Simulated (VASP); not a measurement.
# Hg (P6_3/mmc) in VASP: further runs

The runs below take Hg through single point, with LDA.

Everything below comes from runs of VASP 6.6.1. Logs are shortened: lines on timing, memory, paths and dates and some standing lists are left out, and cuts for length are marked.

## 1. The cell of the first run

Symmetry: P6_3/mmc, No. 194, hexagonal system. The conventional cell has a = 3.462 Å, b = 3.462 Å, c = 5.488 Å, α = 90.00°, β = 90.00°, γ = 120.00°. Within 4.5 Å of Hg (site symmetry -6m2) lie 12 Hg at 3.39 to 3.46 Å.

## 2. Single point, LDA

Contents of INCAR:

```
PREC     = Accurate       # precision mode
ENCUT    = 520            # plane-wave cutoff, eV
EDIFF    = 1E-7           # SCF threshold, eV
ISMEAR   = 1              # smearing method
SIGMA    = 0.15           # smearing width, eV
LREAL    = False          # projectors in reciprocal space
LASPH    = True           # aspherical terms in the spheres
NELM     = 100            # most SCF steps
ALGO     = Normal         # electronic algorithm
ISIF     = 2              # what is computed and relaxed
LWAVE    = False          # write WAVECAR
LCHARG   = True           # write CHGCAR
LELF     = True           # ELF
LVHAR    = True         
NBANDS   = 19             # bands
```

Contents of KPOINTS:

```
regular mesh
0
Gamma
  7 7 4
```

Contents of POSCAR:

```
Hg
1.0
    3.4618100000      0.0000000000      0.0000000000
   -1.7309050000      2.9980150000      0.0000000000
    0.0000000000      0.0000000000      5.4875480000
Hg
2
Direct
    0.6666670000      0.3333330000      0.7500000000
    0.3333330000      0.6666670000      0.2500000000
```

Potentials or basis: VASP PAW LDA potentials, release 64 (Hg).

The run is started by

```sh
> cat potpaw_LDA.64/Hg/POTCAR > POTCAR
> mpirun -np 1 vasp_std > vasp.out
```

OUTCAR:

```text
PREC = Accurate
   ENCUT = 520
   EDIFF = 1E-7
   ISMEAR = 1
   LREAL = False
   LASPH = True
   NELM = 100
   ISIF = 2

 ion  position               nearest neighbor table
   1  0.667  0.333  0.750-   2 3.39   2 3.39   2 3.39   2 3.39   2 3.39   2 3.39
   2  0.333  0.667  0.250-   1 3.39   1 3.39   1 3.39   1 3.39   1 3.39   1 3.39

  LATTYP: Found a hexagonal cell.
 ALAT       =     3.4618100000
 C/A-ratio  =     1.5851672969

  Lattice vectors:

 A1 = (   3.4618100000,   0.0000000000,   0.0000000000)
 A2 = (  -1.7309050000,   2.9980150000,   0.0000000000)
 A3 = (   0.0000000000,   0.0000000000,   5.4875480000)

Analysis of symmetry for initial positions (statically):
=====================================================================
 Subroutine PRICEL returns:
 Original cell was already a primitive cell.

 Routine SETGRP: Setting up the symmetry group for a
 hexagonal supercell.

 Subroutine GETGRP returns: Found 24 space group operations
 (whereof 12 operations were pure point group operations)
 out of a pool of 24 trial point group operations.

The static configuration has the point symmetry D_3d.
 The point group associated with its full space group is D_6h.

Analysis of symmetry for dynamics (positions and initial velocities):
=====================================================================
 Subroutine PRICEL returns:
 Original cell was already a primitive cell.

 Routine SETGRP: Setting up the symmetry group for a
 hexagonal supercell.

 Subroutine GETGRP returns: Found 24 space group operations
 (whereof 12 operations were pure point group operations)
 out of a pool of 24 trial point group operations.

The dynamic configuration has the point symmetry D_3d.
 The point group associated with its full space group is D_6h.

 Subroutine INISYM returns: Found 24 space group operations
 (whereof 12 operations are pure point group operations),
 and found     1 'primitive' translations

----------------------------------------------------------------------------------------

                                     Primitive cell

  volume of cell :      56.9528

  direct lattice vectors                    reciprocal lattice vectors
     3.461810000  0.000000000  0.000000000     0.288866229  0.166777017  0.000000000
    -1.730905000  2.998015000  0.000000000     0.000000000  0.333554035  0.000000000
     0.000000000  0.000000000  5.487548000     0.000000000  0.000000000  0.182230752

  length of vectors
     3.461810000  3.461809651  5.487548000     0.333554001  0.333554035  0.182230752

  position of ions in fractional coordinates (direct lattice)
     0.666667000  0.333333000  0.750000000
     0.333333000  0.666667000  0.250000000

  ion indices of the primitive-cell ions
   primitive index   ion index
                 1           1
                 2           2

----------------------------------------------------------------------------------------

 KPOINTS: regular mesh

Automatic generation of k-mesh.
 Grid dimensions read from file:
 generate k-points for:    7    7    4

 Generating k-lattice:

  Cartesian coordinates                     Fractional coordinates (reciprocal lattice)
     0.041266604  0.023825288  0.000000000     0.142857143  0.000000000  0.000000000
     0.000000000  0.047650576  0.000000000     0.000000000  0.142857143  0.000000000
     0.000000000  0.000000000  0.045557688     0.000000000  0.000000000  0.250000000

  Length of vectors
     0.047650572  0.047650576  0.045557688

  Shift w.r.t. Gamma in fractional coordinates (k-lattice)
     0.000000000  0.000000000  0.000000000

 Subroutine IBZKPT returns following result:
 ===========================================

 Found     24 irreducible k-points:

 Following reciprocal coordinates:
            Coordinates               Weight
  0.000000  0.000000  0.000000      1.000000
  0.142857  0.000000  0.000000      6.000000
  0.285714  0.000000  0.000000      6.000000
  0.428571  0.000000  0.000000      6.000000
  0.142857  0.142857  0.000000      6.000000
  0.285714  0.142857  0.000000     12.000000
[... 16 lines left out ...]
  0.428571  0.142857  0.500000      6.000000
  0.285714  0.285714  0.500000      6.000000
   k-points           NKPTS =     24   k-points in BZ     NKDIM =     24   number of bands    NBANDS=     19
   number of dos      NEDOS =    301   number of ions     NIONS =      2
   total plane-waves  NPLWV =  32928
   dimension x,y,z NGX =    28 NGY =   28 NGZ =   42
   dimension x,y,z NGXF=    56 NGYF=   56 NGZF=   84
   ions per type =               2
   NGX,Y,Z   is equivalent  to a cutoff of  13.45, 13.45, 12.72 a.u.
   NGXF,Y,Z  is equivalent  to a cutoff of  26.89, 26.89, 25.45 a.u.
 SYSTEM =  unknown system
   PREC   = accura    normal or accurate (medium, high low for compatibility)
   ISTART =      0    job   : 0-new  1-cont  2-samecut
   ICHARG =      2    charge: 1-file 2-atom 10-const
   ISPIN  =      1    spin polarized calculation?
   LNONCOLLINEAR =      F non collinear calculations
   LSORBIT =      F    spin-orbit coupling
   LASPH  =      T    aspherical Exc in radial PAW
   ENCUT  =  520.0 eV  38.22 Ry    6.18 a.u.   6.44  6.44 10.20*2*pi/ulx,y,z
   NELM   =    100;   NELMIN=  2; NELMDL= -5     # of ELM steps
   EDIFF  = 0.1E-06   stopping-criterion for ELM
   LREAL  =      F    real-space projection
   EDIFFG = 0.1E-05   stopping-criterion for IOM
   NSW    =      0    number of steps for IOM
   IBRION =     -1    ionic relax: 0-MD 1-quasi-New 2-CG
   NFREE  =      0    steps in history (QN), initial steepest desc. (CG)
   ISIF   =      2    stress and relaxation
   ISYM   =      2    0-nonsym 1-usesym 2-fastsym
   POTIM  = 0.5000    time-step for ionic-motion
   TEBEG  =    0.0;   TEEND  =   0.0 temperature during run
   PSTRESS=    0.0 pullay stress
   NELECT =      24.0000    total number of electrons
   NUPDOWN=      -1.0000    fix difference up-down
   EMIN   =  10.00;   EMAX   =-10.00  energy-range for DOS
   EFERMI =   0.00;   METHOD = LEGACY
   ISMEAR =     1;   SIGMA  =   0.15  broadening in eV -4-tet -1-fermi 0-gaus
   EFERMI_NEDOS =   21; number of points for ismear=-14 and -15
   IALGO  =     38    algorithm
   IMIX   =      4    mixing-type and parameters
     AMIX     =   0.40;   BMIX     =  1.00
     AMIX_MAG =   1.60;   BMIX_MAG =  1.00
  volume/ion in A,a.u.               =      28.48       192.17
  Fermi-wavevector in a.u.,A,eV,Ry     =   1.227364  2.319382 20.496128  1.506423
  Thomas-Fermi vector in A             =   2.362330
   LORBIT       =      0    0 simple, 1 ext, 2 COOP (PROOUT), +10 PAW based schemes
   GGA     = CA    functional components
   LHFCALC =     F    Hartree Fock is set to
   AEXX    =    0.0000 exact exchange contribution
   IVDW    =     0    specifies the selected vdW correction
   LEPSILON=     F    determine dielectric tensor
   LRPA    =     F    only Hartree local field effects (RPA)
 non-spin polarized calculation
 Methfessel and Paxton  Order N= 1 SIGMA  =   0.15
  energy-cutoff  :      520.00
  volume of cell :       56.95
 maximum number of plane-waves:      1554
 NGX is ok and might be reduce to    28
   NGX = 13   NGY = 13   NGZ = 21

 number of electron      24.0000000 magnetization

 Free energy of the ion-electron system (eV)
  ---------------------------------------------------
  ext. energy  EPLUGINS =         0.00000000
  ---------------------------------------------------
  free energy    TOTEN  =        -1.63815303 eV

  energy without entropy =       -1.63834599  energy(sigma->0) =       -1.63821735

 E-fermi :   0.7411     XC(G=0): -10.2063

 val. band max:        0.6471618630   @ k =   0.2857   0.1429   0.0000
 cond. band min:       0.9531075560   @ k =   0.1429   0.0000   0.0000
 fundamental gap:      0.3059456930
 Fermi energy:         0.7410992187

 k-point     1 :       0.0000    0.0000    0.0000
  band No.  band energies     occupation
      1      -6.5595      2.00000
      2      -5.9098      2.00000
      3      -5.2466      2.00000
      4      -5.2414      2.00000
      5      -5.2414      2.00000
      6      -5.1427      2.00000
[... 11 lines left out ...]
     18      13.8717      0.00000
     19      14.4562      0.00000

 k-point     2 :       0.1429    0.0000    0.0000
  band No.  band energies     occupation
      1      -6.2013      2.00000
      2      -5.7706      2.00000
      3      -5.3453      2.00000
      4      -5.1715      2.00000
      5      -5.1544      2.00000
      6      -5.1240      2.00000
[... 11 lines left out ...]
     18      14.1323      0.00000
     19      14.4709      0.00000

 k-point     3 :       0.2857    0.0000    0.0000
  band No.  band energies     occupation
      1      -5.7411      2.00000
      2      -5.7028      2.00000
      3      -5.4232      2.00000
      4      -5.2454      2.00000
      5      -5.1619      2.00000
      6      -5.0202      2.00000
[... 11 lines left out ...]
     18      12.3567      0.00000
     19      13.2529      0.00000

 k-point     4 :       0.4286    0.0000    0.0000
  band No.  band energies     occupation
      1      -5.8596      2.00000
      2      -5.7040      2.00000
      3      -5.6489      2.00000
      4      -5.3310      2.00000
      5      -5.0219      2.00000
      6      -5.0181      2.00000
[... 11 lines left out ...]
     18      11.9849      0.00000
     19      12.1682      0.00000

 k-point     5 :       0.1429    0.1429    0.0000
  band No.  band energies     occupation
      1      -5.7085      2.00000
      2      -5.6086      2.00000
      3      -5.3695      2.00000
      4      -5.3284      2.00000
      5      -5.2324      2.00000
      6      -5.1608      2.00000
[... 11 lines left out ...]
     18      12.2537      0.00000
     19      13.2985      0.00000
[... 334 lines left out ...]
      2      -5.5379      2.00000
      3      -5.2917      2.00000
      4      -5.2917      2.00000
      5      -5.2325      2.00000
      6      -5.2325      2.00000
[... 11 lines left out ...]
     18       9.4986      0.00000
     19      14.7549      0.00000

 k-point    22 :       0.2857    0.1429    0.5000
  band No.  band energies     occupation
      1      -5.6836      2.00000
      2      -5.6836      2.00000
      3      -5.4180      2.00000
      4      -5.4180      2.00000
      5      -5.0055      2.00000
      6      -5.0055      2.00000
[... 11 lines left out ...]
     18       9.9768      0.00000
     19      14.7745      0.00000

 k-point    23 :       0.4286    0.1429    0.5000
  band No.  band energies     occupation
      1      -5.7390      2.00000
      2      -5.7390      2.00000
      3      -5.4899      2.00000
      4      -5.4899      2.00000
      5      -5.0180      2.00000
      6      -5.0180      2.00000
[... 11 lines left out ...]
     18      10.7529      0.00000
     19      14.1065      0.00000

 k-point    24 :       0.2857    0.2857    0.5000
  band No.  band energies     occupation
      1      -5.6450      2.00000
      2      -5.6450      2.00000
      3      -5.2883      2.00000
      4      -5.2883      2.00000
      5      -5.0812      2.00000
      6      -5.0812      2.00000
[... 11 lines left out ...]
     18      11.1298      0.00000
     19      14.7762      0.00000

------------------------ aborting loop because EDIFF is reached ----------------------------------------

  FORCE on cell =-STRESS in cart. coord.  units (eV):
  Direction    XX          YY          ZZ          XY          YZ          ZX
  --------------------------------------------------------------------------------------
  -------------------------------------------------------------------------------------
  Total       -1.4156103     -1.4156100     -1.3756908      0.0000000     -0.0000000      0.0000000
  in kB      -39.8234558    -39.8234451    -38.7004531      0.0000000     -0.0000000      0.0000000
  external PRESSURE =     -39.4491180 kB  Pullay stress =       0.0000000 kB

 VOLUME and BASIS-vectors are now :
 -----------------------------------------------------------------------------
  energy-cutoff  :      520.00
  volume of cell :       56.95
      direct lattice vectors                 reciprocal lattice vectors
     3.461810000  0.000000000  0.000000000     0.288866229  0.166777017  0.000000000
    -1.730905000  2.998015000  0.000000000     0.000000000  0.333554035  0.000000000
     0.000000000  0.000000000  5.487548000     0.000000000  0.000000000  0.182230752

 POSITION                                       TOTAL-FORCE (eV/Angst)
 -----------------------------------------------------------------------------------
      1.73091      0.99934      4.11566        -0.000000      0.000000      0.000000
     -0.00000      1.99868      1.37189         0.000000     -0.000000      0.000000
 -----------------------------------------------------------------------------------
    total drift:                               -0.000254      0.000147     -0.000003

  FREE ENERGIE OF THE ION-ELECTRON SYSTEM (eV)
  ---------------------------------------------------
  free  energy   TOTEN  =        -1.6381530316 eV

  energy  without entropy=       -1.6383459861  energy(sigma->0) =       -1.63821735
```

Run time: 8.3 s. Hardware: 1 thread of Intel Xeon 6975P-C (Granite Rapids), shared host; peak memory 0.16 GiB.

Results:

| Property | Result |
| --- | --- |
| Free energy | -1.6382 eV |
| Pressure | -3.9 GPa |
| Band gap on the k mesh | zero (band 12 reaches 0.65 eV, above the bottom of band 13 at 0.34 eV) |

Stress tensor (GPa, compression positive):
```
-3.98  0.00  0.00
 0.00 -3.98  0.00
 0.00  0.00 -3.87
```

Levels at points of the mesh, in eV from the Fermi level:
| k point | band 8 | band 9 | band 10 | band 11 | band 12 | band 13 | band 14 | band 15 | band 16 | band 17 |
| --- | --- | --- | --- | --- | --- | --- | --- | --- | --- | --- |
| (0.00, 0.00, 0.00) | -5.80 | -5.80 | -5.28 | -5.28 | -1.28 | -0.40 | 10.96 | 10.96 | 12.69 | 13.13 |
| (0.00, 0.00, 0.50) | -5.46 | -5.44 | -5.44 | -5.44 | -5.44 | 6.57 | 6.57 | 11.97 | 11.97 | 11.97 |

Caveat: spin-orbit coupling is left out, which moves the levels of the heavy elements.

## 3. Single point, LDA

Contents of INCAR:

```
PREC     = Accurate       # precision mode
ENCUT    = 500            # plane-wave cutoff, eV
EDIFF    = 1E-6           # SCF threshold, eV
ISMEAR   = 1              # smearing method
SIGMA    = 0.15           # smearing width, eV
LREAL    = False          # projectors in reciprocal space
LASPH    = True           # aspherical terms in the spheres
NELM     = 120            # most SCF steps
ALGO     = Normal         # electronic algorithm
ISIF     = 2              # what is computed and relaxed
LWAVE    = False          # write WAVECAR
LCHARG   = True           # write CHGCAR
LELF     = True           # ELF
LVHAR    = True         
NBANDS   = 27             # bands
GGA_COMPAT= False
```

KPOINTS is that of step 2.

POSCAR is that of step 2.

Potentials or basis: VASP PAW LDA potentials, release 64 (Hg_sv_GW).

The run is started by

```sh
> cat potpaw_LDA.64/Hg_sv_GW/POTCAR > POTCAR
> mpirun -np 1 vasp_std > vasp.out
```

OUTCAR:

```text
PREC = Accurate
   ENCUT = 500
   EDIFF = 1E-6
   ISMEAR = 1
   LREAL = False
   LASPH = True
   NELM = 120
   ISIF = 2

 ion  position               nearest neighbor table
   1  0.667  0.333  0.750-
   2  0.333  0.667  0.250-

  LATTYP: Found a hexagonal cell.
 ALAT       =     3.4618100000
 C/A-ratio  =     1.5851672969

  Lattice vectors:

 A1 = (   3.4618100000,   0.0000000000,   0.0000000000)
 A2 = (  -1.7309050000,   2.9980150000,   0.0000000000)
 A3 = (   0.0000000000,   0.0000000000,   5.4875480000)

Analysis of symmetry for initial positions (statically):
=====================================================================
 Subroutine PRICEL returns:
 Original cell was already a primitive cell.

 Routine SETGRP: Setting up the symmetry group for a
 hexagonal supercell.

 Subroutine GETGRP returns: Found 24 space group operations
 (whereof 12 operations were pure point group operations)
 out of a pool of 24 trial point group operations.

The static configuration has the point symmetry D_3d.
 The point group associated with its full space group is D_6h.

Analysis of symmetry for dynamics (positions and initial velocities):
[... 156 lines left out ...]
  free energy    TOTEN  =        -1.64259238 eV

  energy without entropy =       -1.64272586  energy(sigma->0) =       -1.64263687

 E-fermi :   3.3591     XC(G=0): -10.6460

 val. band max:        3.2657804667   @ k =   0.2857   0.1429   0.0000
 cond. band min:       3.5828995934   @ k =   0.1429   0.0000   0.0000
 fundamental gap:      0.3171191268
 Fermi energy:         3.3591136462

 k-point     1 :       0.0000    0.0000    0.0000
  band No.  band energies     occupation
      1    -110.1859      2.00000
      2    -110.1855      2.00000
      3     -58.8110      2.00000
      4     -58.7952      2.00000
      5     -58.7952      2.00000
      6     -58.7933      2.00000
[... 709 lines left out ...]
     26      13.6965      0.00000
     27      17.2652      0.00000

------------------------ aborting loop because EDIFF is reached ----------------------------------------

  FORCE on cell =-STRESS in cart. coord.  units (eV):
  Direction    XX          YY          ZZ          XY          YZ          ZX
  --------------------------------------------------------------------------------------
  -------------------------------------------------------------------------------------
  Total       -1.8544441     -1.8544436     -1.8191129     -0.0000000      0.0000000      0.0000000
  in kB      -52.1685753    -52.1685613    -51.1746495     -0.0000000      0.0000000      0.0000000
  external PRESSURE =     -51.8372620 kB  Pullay stress =       0.0000000 kB

 VOLUME and BASIS-vectors are now :
 -----------------------------------------------------------------------------
  energy-cutoff  :      500.00
  volume of cell :       56.95
      direct lattice vectors                 reciprocal lattice vectors
     3.461810000  0.000000000  0.000000000     0.288866229  0.166777017  0.000000000
    -1.730905000  2.998015000  0.000000000     0.000000000  0.333554035  0.000000000
     0.000000000  0.000000000  5.487548000     0.000000000  0.000000000  0.182230752

 POSITION                                       TOTAL-FORCE (eV/Angst)
 -----------------------------------------------------------------------------------
      1.73091      0.99934      4.11566        -0.000000      0.000000      0.000000
     -0.00000      1.99868      1.37189         0.000000     -0.000000      0.000000
 -----------------------------------------------------------------------------------
    total drift:                               -0.002219      0.001851     -0.000003

  FREE ENERGIE OF THE ION-ELECTRON SYSTEM (eV)
  ---------------------------------------------------
  free  energy   TOTEN  =        -1.6425923755 eV

  energy  without entropy=       -1.6427258649  energy(sigma->0) =       -1.64263687
```

stdout:

```text
POSCAR found type information on POSCAR Hg
 POSCAR found :  1 types and       2 ions
 scaLAPACK will be used
 LDA part: xc-table for (Slater(with rela. corr.)+CA(PZ))
 , standard interpolation
 POSCAR, INCAR and KPOINTS ok, starting setup
 FFT: planning ... GRIDC
 FFT: planning ... GRID_SOFT
 FFT: planning ... GRID
 WAVECAR not read
 entering main loop
```

Wall time 16 s (1 thread of Intel Xeon 6975P-C (Granite Rapids), shared host); peak memory 0.17 GiB.

Results:

* Free energy: -1.6426 eV
* Pressure: -5.2 GPa
* Band gap on the k mesh: zero (band 20 reaches 3.27 eV, above the bottom of band 21 at 2.97 eV)

Caveat: spin-orbit coupling is left out, which moves the levels of the heavy elements.
